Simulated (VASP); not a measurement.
Runs of VASP 6.6.1 on Y2Be. The structure is that of space group Fd-3m (No. 227), or close to it. The cells are those of the table. 

```tsv
task	cell	k mesh	cutoff (eV)	gap on the mesh (eV)	pressure (GPa)
single point	a = 6.106 Å, angles 60.0°, 6 atoms	4 × 4 × 4	520	none	0.2
single point	a = 6.121 Å, angles 60.0°, 6 atoms	8 × 8 × 8	520	none	-0.1
single point	a = 5.584 Å, angles 60.0°, 6 atoms	4 × 4 × 4	520	none	(a)
relaxation of cell and atoms	relaxed from a = 5.584 Å, angles 60.0°, 6 atoms	4 × 4 × 4	600	none	0.0
```

Alike in all rows: level PBE; potentials or basis VASP PAW PBE potentials, release 64 (Y_sv, Be); no spin polarisation; smearing gaussian 0.1 eV.

Question: Fill in the values left out.

Answer: (a) 15.4.

A k mesh can miss the band edges, and the runs leave out spin-orbit coupling on Y.

A gap of «none» marks levels without a gap at the run's occupations.
